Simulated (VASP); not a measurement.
# NaCuH4 (P4/mmm) in VASP: further runs

NaCuH4 is run at these levels: PBE; tasks: single point, relaxation of cell and atoms.

Everything below comes from runs of VASP 6.6.1. Logs are shortened: lines on timing, memory, paths and dates and some standing lists are left out, and cuts for length are marked.

### 1 The cell of the first run

The structure is tetragonal, space group P4/mmm (No. 123). The conventional cell has a = 3.181 Å, b = 3.181 Å, c = 4.984 Å, α = 90.00°, β = 90.00°, γ = 90.00°. Within 3.1 Å of Na (site symmetry 4/mmm) lie 8 H at 2.31 Å. Cu (site symmetry 4/mmm) has 8 H at 1.79 Å within 2.4 Å. Within 2.2 Å of H (site symmetry 2mm) lie 1 H at 1.63 Å and 2 Cu at 1.79 Å.

### 2 Single point, PBE

File INCAR:

```
SYSTEM = NaCuH4
PREC = Accurate
ENCUT = 520
EDIFF = 1E-6
ISMEAR = 0
SIGMA = 0.1
LREAL = .FALSE.
LASPH = .TRUE.
NELM = 100
ALGO = Normal
ISIF = 2
LWAVE = .FALSE.
LCHARG = .FALSE.
GGA = PE
NBANDS = 20
```

File KPOINTS:

```
regular mesh
0
G
  4 4 4
  0 0 0
```

File POSCAR:

```
NaCuH4
1.0
    3.1812371158      0.0000000000      0.0000000000
    0.0000000000      3.1812371158      0.0000000000
    0.0000000000      0.0000000000      4.9838419989
Na Cu H
1 1 4
Direct
    0.0000000000      0.0000000000      0.0000000000
    0.5000000000      0.5000000000      0.5000000000
    0.5000000000      0.0000000000      0.3361888221
    0.0000000000      0.5000000000      0.6638111779
    0.5000000000      0.0000000000      0.6638111779
    0.0000000000      0.5000000000      0.3361888221
```

Potentials or basis: VASP PAW PBE potentials, release 64 (Na_pv, Cu, H).

On the command line:

```sh
$ cat potpaw_PBE.64/Na_pv/POTCAR potpaw_PBE.64/Cu/POTCAR potpaw_PBE.64/H/POTCAR > POTCAR
$ mpirun -np 1 vasp_std > vasp.out
```

OUTCAR:

```text
SYSTEM = NaCuH4
   PREC = Accurate
   ENCUT = 520
   EDIFF = 1E-6
   ISMEAR = 0
   LREAL = .FALSE.
   LASPH = .TRUE.
   NELM = 100
   ISIF = 2
   GGA = PE

 ion  position               nearest neighbor table
   1  0.000  0.000  0.000-
   2  0.500  0.500  0.500-   3 1.79   4 1.79   5 1.79   6 1.79   3 1.79   5 1.79   4 1.79   6 1.79

   3  0.500  0.000  0.336-   2 1.79   2 1.79
   4  0.000  0.500  0.664-   2 1.79   2 1.79
   5  0.500  0.000  0.664-   2 1.79   2 1.79
   6  0.000  0.500  0.336-   2 1.79   2 1.79

  LATTYP: Found a simple tetragonal cell.
 ALAT       =     3.1812371158
 C/A-ratio  =     1.5666364428

  Lattice vectors:

 A1 = (   3.1812371158,   0.0000000000,   0.0000000000)
 A2 = (   0.0000000000,   3.1812371158,   0.0000000000)
 A3 = (   0.0000000000,   0.0000000000,   4.9838419989)

Analysis of symmetry for initial positions (statically):
=====================================================================
 Subroutine PRICEL returns:
 Original cell was already a primitive cell.

 Routine SETGRP: Setting up the symmetry group for a
 simple tetragonal supercell.

 Subroutine GETGRP returns: Found 16 space group operations
 (whereof 16 operations were pure point group operations)
 out of a pool of 16 trial point group operations.

The static configuration has the point symmetry D_4h.

Analysis of symmetry for dynamics (positions and initial velocities):
=====================================================================
 Subroutine PRICEL returns:
 Original cell was already a primitive cell.

 Routine SETGRP: Setting up the symmetry group for a
 simple tetragonal supercell.

 Subroutine GETGRP returns: Found 16 space group operations
 (whereof 16 operations were pure point group operations)
 out of a pool of 16 trial point group operations.

The dynamic configuration has the point symmetry D_4h.

 Subroutine INISYM returns: Found 16 space group operations
 (whereof 16 operations are pure point group operations),
 and found     1 'primitive' translations

----------------------------------------------------------------------------------------

                                     Primitive cell

  volume of cell :      50.4378

  direct lattice vectors                    reciprocal lattice vectors
     3.181237116  0.000000000  0.000000000     0.314343120  0.000000000  0.000000000
     0.000000000  3.181237116  0.000000000     0.000000000  0.314343120  0.000000000
     0.000000000  0.000000000  4.983841999     0.000000000  0.000000000  0.200648415

  length of vectors
     3.181237116  3.181237116  4.983841999     0.314343120  0.314343120  0.200648415

  position of ions in fractional coordinates (direct lattice)
     0.000000000  0.000000000  0.000000000
     0.500000000  0.500000000  0.500000000
     0.500000000  0.000000000  0.336188822
     0.000000000  0.500000000  0.663811178
     0.500000000  0.000000000  0.663811178
     0.000000000  0.500000000  0.336188822

  ion indices of the primitive-cell ions
   primitive index   ion index
                 1           1
                 2           2
                 3           3
                 4           4
                 5           5
                 6           6

----------------------------------------------------------------------------------------

 KPOINTS: regular mesh

Automatic generation of k-mesh.
 Grid dimensions read from file:
 generate k-points for:    4    4    4

 Generating k-lattice:

  Cartesian coordinates                     Fractional coordinates (reciprocal lattice)
     0.078585780  0.000000000  0.000000000     0.250000000  0.000000000  0.000000000
     0.000000000  0.078585780  0.000000000     0.000000000  0.250000000  0.000000000
     0.000000000  0.000000000  0.050162104     0.000000000  0.000000000  0.250000000

  Length of vectors
     0.078585780  0.078585780  0.050162104

  Shift w.r.t. Gamma in fractional coordinates (k-lattice)
     0.000000000  0.000000000  0.000000000

 Subroutine IBZKPT returns following result:
 ===========================================

 Found     18 irreducible k-points:

 Following reciprocal coordinates:
            Coordinates               Weight
  0.000000  0.000000  0.000000      1.000000
  0.250000  0.000000  0.000000      4.000000
  0.500000  0.000000  0.000000      2.000000
  0.250000  0.250000  0.000000      4.000000
  0.500000  0.250000  0.000000      4.000000
  0.500000  0.500000  0.000000      1.000000
[... 10 lines left out ...]
  0.500000  0.250000  0.500000      4.000000
  0.500000  0.500000  0.500000      1.000000
   k-points           NKPTS =     18   k-points in BZ     NKDIM =     18   number of bands    NBANDS=     20
   number of dos      NEDOS =    301   number of ions     NIONS =      6
   total plane-waves  NPLWV =  23040
   dimension x,y,z NGX =    24 NGY =   24 NGZ =   40
   dimension x,y,z NGXF=    48 NGYF=   48 NGZF=   80
   ions per type =               1   1   4
   NGX,Y,Z   is equivalent  to a cutoff of  12.54, 12.54, 13.34 a.u.
   NGXF,Y,Z  is equivalent  to a cutoff of  25.08, 25.08, 26.69 a.u.
 SYSTEM =  NaCuH4
   PREC   = accura    normal or accurate (medium, high low for compatibility)
   ISTART =      0    job   : 0-new  1-cont  2-samecut
   ICHARG =      2    charge: 1-file 2-atom 10-const
   ISPIN  =      1    spin polarized calculation?
   LNONCOLLINEAR =      F non collinear calculations
   LSORBIT =      F    spin-orbit coupling
   LASPH  =      T    aspherical Exc in radial PAW
   ENCUT  =  520.0 eV  38.22 Ry    6.18 a.u.   5.91  5.91  9.27*2*pi/ulx,y,z
   NELM   =    100;   NELMIN=  2; NELMDL= -5     # of ELM steps
   EDIFF  = 0.1E-05   stopping-criterion for ELM
   LREAL  =      F    real-space projection
   EDIFFG = 0.1E-04   stopping-criterion for IOM
   NSW    =      0    number of steps for IOM
   IBRION =     -1    ionic relax: 0-MD 1-quasi-New 2-CG
   NFREE  =      0    steps in history (QN), initial steepest desc. (CG)
   ISIF   =      2    stress and relaxation
   ISYM   =      2    0-nonsym 1-usesym 2-fastsym
   POTIM  = 0.5000    time-step for ionic-motion
   TEBEG  =    0.0;   TEEND  =   0.0 temperature during run
   PSTRESS=    0.0 pullay stress
   NELECT =      22.0000    total number of electrons
   NUPDOWN=      -1.0000    fix difference up-down
   EMIN   =  10.00;   EMAX   =-10.00  energy-range for DOS
   EFERMI =   0.00;   METHOD = LEGACY
   ISMEAR =     0;   SIGMA  =   0.10  broadening in eV -4-tet -1-fermi 0-gaus
   EFERMI_NEDOS =   21; number of points for ismear=-14 and -15
   IALGO  =     38    algorithm
   IMIX   =      4    mixing-type and parameters
     AMIX     =   0.40;   BMIX     =  1.00
     AMIX_MAG =   1.60;   BMIX_MAG =  1.00
  volume/ion in A,a.u.               =       8.41        56.73
  Fermi-wavevector in a.u.,A,eV,Ry     =   1.241548  2.346186 20.972593  1.541442
  Thomas-Fermi vector in A             =   2.375941
   LORBIT       =      0    0 simple, 1 ext, 2 COOP (PROOUT), +10 PAW based schemes
   GGA     = PE    functional components
   LHFCALC =     F    Hartree Fock is set to
   AEXX    =    0.0000 exact exchange contribution
   IVDW    =     0    specifies the selected vdW correction
   LEPSILON=     F    determine dielectric tensor
   LRPA    =     F    only Hartree local field effects (RPA)
 non-spin polarized calculation
 Gauss-broadening in eV      SIGMA  =   0.10
  energy-cutoff  :      520.00
  volume of cell :       50.44
 maximum number of plane-waves:      1384
 NGX is ok and might be reduce to    24
   NGX = 11   NGY = 11   NGZ = 19

 number of electron      22.0000016 magnetization

 Free energy of the ion-electron system (eV)
  ---------------------------------------------------
  ext. energy  EPLUGINS =         0.00000000
  ---------------------------------------------------
  free energy    TOTEN  =       -16.71449865 eV

  energy without entropy =      -16.70755688  energy(sigma->0) =      -16.71102777

 E-fermi :   3.0420     XC(G=0):  -9.4686

 val. band max:        3.0348308602   @ k =   0.5000   0.0000   0.2500
 cond. band min:       3.2267839630   @ k =   0.5000   0.5000   0.2500
 fundamental gap:      0.1919531028
 Fermi energy:         3.0419881211

 k-point     1 :       0.0000    0.0000    0.0000
  band No.  band energies     occupation
      1     -21.4751      2.00000
      2     -21.4751      2.00000
      3     -21.4726      2.00000
      4      -7.5450      2.00000
      5      -3.2578      2.00000
      6      -2.0138      2.00000
[... 12 lines left out ...]
     19      16.2336      0.00000
     20      16.9781      0.00000

 k-point     2 :       0.2500    0.0000    0.0000
  band No.  band energies     occupation
      1     -21.5243      2.00000
      2     -21.4710      2.00000
      3     -21.4651      2.00000
      4      -6.7057      2.00000
      5      -3.2807      2.00000
      6      -2.2851      2.00000
[... 12 lines left out ...]
     19      17.0136      0.00000
     20      17.4350      0.00000

 k-point     3 :       0.5000    0.0000    0.0000
  band No.  band energies     occupation
      1     -21.5729      2.00000
      2     -21.4670      2.00000
      3     -21.4577      2.00000
      4      -5.0747      2.00000
      5      -3.9630      2.00000
      6      -2.4681      2.00000
[... 12 lines left out ...]
     19      15.5483      0.00000
     20      16.5225      0.00000

 k-point     4 :       0.2500    0.2500    0.0000
  band No.  band energies     occupation
      1     -21.5205      2.00000
      2     -21.5171      2.00000
      3     -21.4580      2.00000
      4      -5.8706      2.00000
      5      -3.1295      2.00000
      6      -2.2675      2.00000
[... 291 lines left out ...]
 k-point    17 :       0.5000    0.2500    0.5000
  band No.  band energies     occupation
      1     -21.5657      2.00000
      2     -21.5132      2.00000
      3     -21.4519      2.00000
      4      -4.1123      2.00000
      5      -3.2847      2.00000
      6      -2.5099      2.00000
[... 12 lines left out ...]
     19      14.0863      0.00000
     20      14.1367      0.00000

 k-point    18 :       0.5000    0.5000    0.5000
  band No.  band energies     occupation
      1     -21.5591      2.00000
      2     -21.5591      2.00000
      3     -21.4448      2.00000
      4      -2.7299      2.00000
      5      -2.7299      2.00000
      6      -2.3350      2.00000
[... 12 lines left out ...]
     19      14.9108      0.00000
     20      14.9108      0.00000

------------------------ aborting loop because EDIFF is reached ----------------------------------------

  FORCE on cell =-STRESS in cart. coord.  units (eV):
  Direction    XX          YY          ZZ          XY          YZ          ZX
  --------------------------------------------------------------------------------------
  -------------------------------------------------------------------------------------
  Total        0.0513960      0.0513960      0.0600877      0.0000000     -0.0000000     -0.0000000
  in kB        1.6326126      1.6326126      1.9087106      0.0000000     -0.0000000     -0.0000000
  external PRESSURE =       1.7246453 kB  Pullay stress =       0.0000000 kB

 VOLUME and BASIS-vectors are now :
 -----------------------------------------------------------------------------
  energy-cutoff  :      520.00
  volume of cell :       50.44
      direct lattice vectors                 reciprocal lattice vectors
     3.181237116  0.000000000  0.000000000     0.314343120  0.000000000  0.000000000
     0.000000000  3.181237116  0.000000000     0.000000000  0.314343120  0.000000000
     0.000000000  0.000000000  4.983841999     0.000000000  0.000000000  0.200648415

 POSITION                                       TOTAL-FORCE (eV/Angst)
 -----------------------------------------------------------------------------------
      0.00000      0.00000      0.00000        -0.000000      0.000000      0.000000
      1.59062      1.59062      2.49192        -0.000000      0.000000      0.000000
      1.59062      0.00000      1.67551        -0.000000     -0.000000     -0.007685
      0.00000      1.59062      3.30833         0.000000     -0.000000      0.007685
      1.59062      0.00000      3.30833         0.000000      0.000000      0.007685
      0.00000      1.59062      1.67551        -0.000000     -0.000000     -0.007685
 -----------------------------------------------------------------------------------
    total drift:                                0.000000      0.000000     -0.000000

  FREE ENERGIE OF THE ION-ELECTRON SYSTEM (eV)
  ---------------------------------------------------
  free  energy   TOTEN  =       -16.7144986474 eV

  energy  without entropy=      -16.7075568844  energy(sigma->0) =      -16.71102777
```

Run time: 8.4 s. Hardware: 1 thread of Intel Xeon 6975P-C (Granite Rapids), shared host; peak memory 0.16 GiB.

What came out:

```
Free energy            : -16.7145 eV
Pressure               : 0.2 GPa
Largest force          : 0.008 eV/Å
Band gap on the k mesh : zero (band 11 reaches 4.68 eV, above the bottom of band 12 at 2.58 eV)
```

Forces on the atoms (eV/Å):
```
Na   0.000  0.000  0.000
Cu   0.000  0.000  0.000
H    0.000  0.000 -0.008
H    0.000  0.000  0.008
H    0.000  0.000  0.008
H    0.000  0.000 -0.008
```

Caveat: the k points lie up to 0.49 Å⁻¹ apart.

(Part 1 of 3 ends here.)
